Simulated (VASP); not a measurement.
# Ge (Fd-3m) in VASP: a series of runs

The runs below take Ge through relaxation of cell and atoms, with PBE.

All numbers are computed with VASP 6.6.1; they aren't measurements. Logs are shortened: lines on timing, memory, paths and dates and some standing lists are left out, and cuts for length are marked.

### Step 1. The cell of the first run

It takes space group Fd-3m (No. 227, cubic). The conventional cell has a = 4.611 Å, b = 4.611 Å, c = 4.611 Å, α = 90.00°, β = 90.00°, γ = 90.00°. Within 2.6 Å of Ge (site symmetry -43m) lie 4 Ge at 2.00 Å.

### Step 2. Relaxation of cell and atoms, PBE, target pressure 110 GPa, at which the enthalpy is minimised

INCAR

```
SYSTEM = Ge
PREC = Accurate ; ENCUT = 600
EDIFF = 1E-7 ; ISMEAR = -1
SIGMA = 0.05 ; LREAL = .FALSE.
LASPH = .TRUE. ; NELM = 100
ALGO = Normal ; ISIF = 3
LWAVE = .FALSE. ; LCHARG = .FALSE.
GGA = PE ; IBRION = 2
NSW = 60 ; EDIFFG = -0.005
PSTRESS = 1100.0
```

KPOINTS

```
Automatic mesh
0
G
  14 14 14
  0 0 0
```

POSCAR

```
Ge
1.0
    0.0000000000      2.3055348819      2.3055348819
    2.3055348819      0.0000000000      2.3055348819
    2.3055348819      2.3055348819      0.0000000000
Ge
2
Direct
   -0.1250000000     -0.1250000000     -0.1250000000
    0.1250000000      0.1250000000      0.1250000000
```

Potentials or basis: VASP PAW PBE potentials, release 64 (Ge_d).

On the command line:

```console
cat potpaw_PBE.64/Ge_d/POTCAR > POTCAR
mpirun -np 1 vasp_std > vasp.out
```

OUTCAR:

```text
SYSTEM = Ge
   PREC = Accurate
   ENCUT = 600
   EDIFF = 1E-7
   ISMEAR = -1
   LREAL = .FALSE.
   LASPH = .TRUE.
   NELM = 100
   ISIF = 3
   GGA = PE
   IBRION = 2
   NSW = 60
   EDIFFG = -0.005
   PSTRESS = 1100.0

 ion  position               nearest neighbor table
   1  0.875  0.875  0.875-   2 2.00   2 2.00   2 2.00   2 2.00
   2  0.125  0.125  0.125-   1 2.00   1 2.00   1 2.00   1 2.00

  LATTYP: Found a face centered cubic cell.
 ALAT       =     4.6110697638

  Lattice vectors:

 A1 = (   0.0000000000,   2.3055348819,   2.3055348819)
 A2 = (   2.3055348819,   0.0000000000,   2.3055348819)
 A3 = (   2.3055348819,   2.3055348819,   0.0000000000)

Analysis of symmetry for initial positions (statically):
=====================================================================
 Subroutine PRICEL returns:
 Original cell was already a primitive cell.

 Routine SETGRP: Setting up the symmetry group for a
 face centered cubic supercell.

 Subroutine GETGRP returns: Found 48 space group operations
 (whereof 12 operations were pure point group operations)
 out of a pool of 48 trial point group operations.

The static configuration has the point symmetry D_3d.
 The point group associated with its full space group is O_h .

Analysis of symmetry for dynamics (positions and initial velocities):
=====================================================================
 Subroutine PRICEL returns:
 Original cell was already a primitive cell.

 Routine SETGRP: Setting up the symmetry group for a
 face centered cubic supercell.

 Subroutine GETGRP returns: Found 48 space group operations
 (whereof 12 operations were pure point group operations)
 out of a pool of 48 trial point group operations.

The dynamic configuration has the point symmetry D_3d.
 The point group associated with its full space group is O_h .

 Subroutine INISYM returns: Found 48 space group operations
 (whereof 12 operations are pure point group operations),
 and found     1 'primitive' translations

----------------------------------------------------------------------------------------

                                     Primitive cell

  volume of cell :      24.5101

  direct lattice vectors                    reciprocal lattice vectors
     0.000000000  2.305534882  2.305534882    -0.216869415  0.216869415  0.216869415
     2.305534882  0.000000000  2.305534882     0.216869415 -0.216869415  0.216869415
     2.305534882  2.305534882  0.000000000     0.216869415  0.216869415 -0.216869415

  length of vectors
     3.260518699  3.260518699  3.260518699     0.375628845  0.375628845  0.375628845

  position of ions in fractional coordinates (direct lattice)
     0.875000000  0.875000000  0.875000000
     0.125000000  0.125000000  0.125000000

  ion indices of the primitive-cell ions
   primitive index   ion index
                 1           1
                 2           2

----------------------------------------------------------------------------------------

 KPOINTS: Automatic mesh

Automatic generation of k-mesh.
 Grid dimensions read from file:
 generate k-points for:   14   14   14

 Generating k-lattice:

  Cartesian coordinates                     Fractional coordinates (reciprocal lattice)
    -0.015490672  0.015490672  0.015490672     0.071428571  0.000000000  0.000000000
     0.015490672 -0.015490672  0.015490672     0.000000000  0.071428571  0.000000000
     0.015490672  0.015490672 -0.015490672     0.000000000  0.000000000  0.071428571

  Length of vectors
     0.026830632  0.026830632  0.026830632

  Shift w.r.t. Gamma in fractional coordinates (k-lattice)
     0.000000000  0.000000000  0.000000000

 Subroutine IBZKPT returns following result:
 ===========================================

 Found    104 irreducible k-points:

 Following reciprocal coordinates:
            Coordinates               Weight
  0.000000  0.000000  0.000000      1.000000
  0.071429  0.000000  0.000000      8.000000
  0.142857  0.000000  0.000000      8.000000
  0.214286  0.000000  0.000000      8.000000
  0.285714  0.000000  0.000000      8.000000
  0.357143  0.000000  0.000000      8.000000
[... 16 lines left out ...]
  0.214286  0.142857  0.000000     24.000000
  0.285714  0.142857  0.000000     24.000000
 [... further k-points ...]
   k-points           NKPTS =    104   k-points in BZ     NKDIM =    104   number of bands    NBANDS=     18
   number of dos      NEDOS =    301   number of ions     NIONS =      2
   total plane-waves  NPLWV =  21952
   dimension x,y,z NGX =    28 NGY =   28 NGZ =   28
   dimension x,y,z NGXF=    56 NGYF=   56 NGZF=   56
   ions per type =               2
   NGX,Y,Z   is equivalent  to a cutoff of  14.28, 14.28, 14.28 a.u.
   NGXF,Y,Z  is equivalent  to a cutoff of  28.55, 28.55, 28.55 a.u.
 SYSTEM =  Ge
   PREC   = accura    normal or accurate (medium, high low for compatibility)
   ISTART =      0    job   : 0-new  1-cont  2-samecut
   ICHARG =      2    charge: 1-file 2-atom 10-const
   ISPIN  =      1    spin polarized calculation?
   LNONCOLLINEAR =      F non collinear calculations
   LSORBIT =      F    spin-orbit coupling
   LASPH  =      T    aspherical Exc in radial PAW
   ENCUT  =  600.0 eV  44.10 Ry    6.64 a.u.   6.51  6.51  6.51*2*pi/ulx,y,z
   NELM   =    100;   NELMIN=  2; NELMDL= -5     # of ELM steps
   EDIFF  = 0.1E-06   stopping-criterion for ELM
   LREAL  =      F    real-space projection
   EDIFFG = -.5E-02   stopping-criterion for IOM
   NSW    =     60    number of steps for IOM
   IBRION =      2    ionic relax: 0-MD 1-quasi-New 2-CG
   NFREE  =      1    steps in history (QN), initial steepest desc. (CG)
   ISIF   =      3    stress and relaxation
   ISYM   =      2    0-nonsym 1-usesym 2-fastsym
   POTIM  = 0.5000    time-step for ionic-motion
   TEBEG  =    0.0;   TEEND  =   0.0 temperature during run
   PSTRESS= 1100.0 pullay stress
   NELECT =      28.0000    total number of electrons
   NUPDOWN=      -1.0000    fix difference up-down
   EMIN   =  10.00;   EMAX   =-10.00  energy-range for DOS
   EFERMI =   0.00;   METHOD = LEGACY
   ISMEAR =    -1;   SIGMA  =   0.05  broadening in eV -4-tet -1-fermi 0-gaus
   EFERMI_NEDOS =   21; number of points for ismear=-14 and -15
   IALGO  =     38    algorithm
   IMIX   =      4    mixing-type and parameters
     AMIX     =   0.40;   BMIX     =  1.00
     AMIX_MAG =   1.60;   BMIX_MAG =  1.00
  volume/ion in A,a.u.               =      12.26        82.70
  Fermi-wavevector in a.u.,A,eV,Ry     =   1.711377  3.234034 39.848918  2.928813
  Thomas-Fermi vector in A             =   2.789503
   LORBIT       =      0    0 simple, 1 ext, 2 COOP (PROOUT), +10 PAW based schemes
   GGA     = PE    functional components
   LHFCALC =     F    Hartree Fock is set to
   AEXX    =    0.0000 exact exchange contribution
   IVDW    =     0    specifies the selected vdW correction
   LEPSILON=     F    determine dielectric tensor
   LRPA    =     F    only Hartree local field effects (RPA)
 conjugate gradient relaxation of ions
 non-spin polarized calculation
  energy-cutoff  :      600.00
  volume of cell :       24.51
 maximum number of plane-waves:       869
 NGX is ok and might be reduce to    28
   NGX = 13   NGY = 13   NGZ = 13

--------------------------------------- Ionic step        1  -------------------------------------------

 number of electron      27.9999992 magnetization

 Free energy of the ion-electron system (eV)
  ---------------------------------------------------
  ext. energy  EPLUGINS =         0.00000000
  ---------------------------------------------------
  free energy    TOTEN  =        -1.83713456 eV

  energy without entropy =       -1.83509358  energy(sigma->0) =       -1.83611407

------------------------ aborting loop because EDIFF is reached ----------------------------------------

  FORCE on cell =-STRESS in cart. coord.  units (eV):
  Direction    XX          YY          ZZ          XY          YZ          ZX
  --------------------------------------------------------------------------------------
  -------------------------------------------------------------------------------------
  Total       27.8985859     27.8985859     27.8985859      0.0000000      0.0000000     -0.0000000
  in kB     1823.6760134   1823.6760134   1823.6760134      0.0000000      0.0000000     -0.0000000
  external PRESSURE =     723.6760134 kB  Pullay stress =    1100.0000000 kB

 VOLUME and BASIS-vectors are now :
 -----------------------------------------------------------------------------
  energy-cutoff  :      600.00
  volume of cell :       24.51
      direct lattice vectors                 reciprocal lattice vectors
     0.000000000  2.305534882  2.305534882    -0.216869415  0.216869415  0.216869415
     2.305534882  0.000000000  2.305534882     0.216869415 -0.216869415  0.216869415
     2.305534882  2.305534882  0.000000000     0.216869415  0.216869415 -0.216869415
[... 8 lines left out ...]
  FREE ENERGIE OF THE ION-ELECTRON SYSTEM (eV)
  ---------------------------------------------------
  free  energy   TOTEN  =        -1.8371345603 eV

  energy  without entropy=       -1.8350935774  energy(sigma->0) =       -1.83611407

  enthalpy is  TOTEN    =        14.9906595752 eV   P V=       16.8277941355

--------------------------------------- Ionic step        2  -------------------------------------------

 number of electron      28.0000010 magnetization

 E-fermi :   4.0505     XC(G=0):  -9.4770

 val. band max:        4.0482359413   @ k =   0.4286   0.0000   0.0000
 cond. band min:       4.0973753694   @ k =   0.0000   0.0000   0.0000
 fundamental gap:      0.0491394280
 Fermi energy:         4.0505046008

 k-point     1 :       0.0000    0.0000    0.0000
  band No.  band energies     occupation
      1     -20.5925      2.00000
      2     -20.5925      2.00000
      3     -20.5925      2.00000
      4     -20.5637      2.00000
      5     -20.5637      2.00000
      6     -20.4000      2.00000
[... 10 lines left out ...]
     17       6.6048      0.00000
     18       6.6048      0.00000
[... 588 lines left out ...]
  FREE ENERGIE OF THE ION-ELECTRON SYSTEM (eV)
  ---------------------------------------------------
  free  energy   TOTEN  =        -4.9465468834 eV

  energy  without entropy=       -4.9449326688  energy(sigma->0) =       -4.94573978

  enthalpy is  TOTEN    =        14.2959851264 eV   P V=       19.2425320098

--------------------------------------- Ionic step        5  -------------------------------------------

 number of electron      28.0000001 magnetization

 Free energy of the ion-electron system (eV)
  ---------------------------------------------------
  ext. energy  EPLUGINS =         0.00000000
  ---------------------------------------------------
  free energy    TOTEN  =        -4.86304490 eV

  energy without entropy =       -4.86144700  energy(sigma->0) =       -4.86224595

 E-fermi :  10.8953     XC(G=0): -12.4613

 val. band max:       10.8547706942   @ k =   0.5000   0.5000   0.0000
 cond. band min:      10.9170882931   @ k =   0.5000   0.4286   0.0000
 fundamental gap:      0.0623175989
 Fermi energy:        10.8952517938

 k-point     1 :       0.0000    0.0000    0.0000
  band No.  band energies     occupation
      1     -15.2573      2.00000
      2     -15.2573      2.00000
      3     -15.2573      2.00000
      4     -15.1700      2.00000
      5     -15.1700      2.00000
      6     -14.5025      2.00000
[... 10 lines left out ...]
     17      13.6971      0.00000
     18      16.2552      0.00000
[... 505 lines left out ...]
 POSITION                                       TOTAL-FORCE (eV/Angst)
 -----------------------------------------------------------------------------------
      4.21294      4.21294      4.21294         0.000000      0.000000      0.000000
      0.60185      0.60185      0.60185        -0.000000     -0.000000     -0.000000
 -----------------------------------------------------------------------------------
    total drift:                                0.000000     -0.000000     -0.000000

  FREE ENERGIE OF THE ION-ELECTRON SYSTEM (eV)
  ---------------------------------------------------
  free  energy   TOTEN  =        -4.8630448969 eV

  energy  without entropy=       -4.8614469978  energy(sigma->0) =       -4.86224595

  enthalpy is  TOTEN    =        14.2951809682 eV   P V=       19.1582258651

 reached required accuracy - stopping structural energy minimisation
```

It took 7.4 min on 1 thread of Intel Xeon 8259CL, shared host; peak memory 0.2 GiB.

Results:

| Property | Result |
| --- | --- |
| Free energy | -4.8630 eV |
| Relaxed volume | 13.95 Å³/atom |
| Relaxed cell | a = 3.405 Å, b = 3.405 Å, c = 3.405 Å, α = 60.00°, β = 60.00°, γ = 60.00° |
| Space group after relaxing (to 0.1 Å) | Fd-3m (No. 227) |
| Energy change on relaxing (the run minimises the enthalpy) | -1513.0 meV/atom |
| Ionic steps | 5 |
| Pressure after relaxing | 110.0 GPa |
| Band gap on the k mesh | zero (bands 14 and 15 overlap by 0.53 eV) |

Step by step:
```
step  energy change (eV)  largest force (eV/Å)  pressure (GPa)  volume (Å³)
   1              0.0000                0.0000          182.37        24.51
   2             -7.1464                0.0000           -2.42        49.86
   3             -3.7901                0.0000           92.13        29.12
   4             -3.1094                0.0000          108.05        28.03
   5             -3.0259                0.0000          109.98        27.90
```

Final structure:
```
Ge
1.0
     0.00000    2.40740    2.40740
     2.40740    0.00000    2.40740
     2.40740    2.40740    0.00000
Ge
2
Direct
  0.87500 0.87500 0.87500
  0.12500 0.12500 0.12500
```

Levels at points of the mesh, in eV from the Fermi level:
| k point | band 12 | band 13 | band 14 | band 15 | band 16 | band 17 |
| --- | --- | --- | --- | --- | --- | --- |
| (0.00, 0.00, 0.00) | 0.33 | 0.33 | 0.33 | 2.80 | 2.80 | 2.80 |
| (0.50, 0.00, 0.00) | -10.78 | -2.08 | -2.08 | 2.34 | 3.91 | 3.91 |
| (0.50, 0.50, 0.00) | -11.22 | -5.03 | -5.03 | -0.04 | -0.04 | 14.32 |

Caveat: the cell is relaxed towards a set pressure, so the run minimises the enthalpy, not the energy; semilocal functionals underestimate gaps, and a narrow one can read as zero.

### Step 3. Relaxation of cell and atoms, PBE, target pressure 110 GPa, at which the enthalpy is minimised

This run uses another cell than the first one, of 13.94 Å³/atom.

INCAR

```
SYSTEM = Ge
PREC = Accurate
ENCUT = 600
EDIFF = 1E-6
ISMEAR = -1
SIGMA = 0.05
LREAL = .FALSE.
LASPH = .TRUE.
NELM = 60
ALGO = Normal
ISIF = 3
LWAVE = .FALSE.
LCHARG = .FALSE.
GGA = PE
IBRION = 2
NSW = 32
EDIFFG = -0.005
PSTRESS = 1100.0
```

KPOINTS

```
regular mesh
0
G
  14 14 14
  0 0 0
```

POSCAR

```
Ge
1.0
    0.0000000000      2.4068912901      2.4068912901
    2.4068912901      0.0000000000      2.4068912901
    2.4068912901      2.4068912901      0.0000000000
Ge
2
Direct
   -0.1250000000     -0.1250000000     -0.1250000000
    0.1250000000      0.1250000000      0.1250000000
```

Potentials or basis: VASP PAW PBE potentials, release 64 (Ge_d).

On the command line:

```console
cat potpaw_PBE.64/Ge_d/POTCAR > POTCAR
mpirun -np 1 vasp_std > vasp.out
```

It took 86 s on 1 thread of Intel Xeon 8259CL, shared host; peak memory 0.19 GiB.

The run converged. Its results:

```yaml
Free_energy: -4.8514 eV
Pressure_after_relaxing: 110.0 GPa
Band_gap_on_the_k_mesh: zero (bands 14 and 15 overlap by 0.53 eV)
```

Final structure:
```cif
data_structure
_symmetry_space_group_name_H-M 'P 1'
_symmetry_Int_Tables_number 1
_cell_length_a 3.4039
_cell_length_b 3.4039
_cell_length_c 3.4039
_cell_angle_alpha 60.000
_cell_angle_beta 60.000
_cell_angle_gamma 60.000
_cell_volume 27.89
loop_
_atom_site_label
_atom_site_type_symbol
_atom_site_fract_x
_atom_site_fract_y
_atom_site_fract_z
_atom_site_occupancy
Ge1 Ge 0.87500 0.87500 0.87500 1
Ge2 Ge 0.12500 0.12500 0.12500 1
```

Levels at points of the mesh, in eV from the Fermi level:
| k point | band 11 | band 12 | band 13 | band 14 | band 15 | band 16 | band 17 | band 18 |
| --- | --- | --- | --- | --- | --- | --- | --- | --- |
| (0.00, 0.00, 0.00) | -17.35 | 0.33 | 0.33 | 0.33 | 2.80 | 2.80 | 2.80 | 5.37 |
| (0.50, 0.00, 0.00) | -13.66 | -10.79 | -2.08 | -2.08 | 2.34 | 3.91 | 3.91 | 7.04 |
| (0.50, 0.50, 0.00) | -11.22 | -11.22 | -5.03 | -5.03 | -0.04 | -0.04 | 14.33 | 14.33 |

Caveat: the relaxation stopped at its first step, so nothing moved; the cell is relaxed towards a set pressure, so the run minimises the enthalpy, not the energy; semilocal functionals underestimate gaps, and a narrow one can read as zero.

The gap in the log of VASP goes by the Fermi energy; the results here count the filled bands.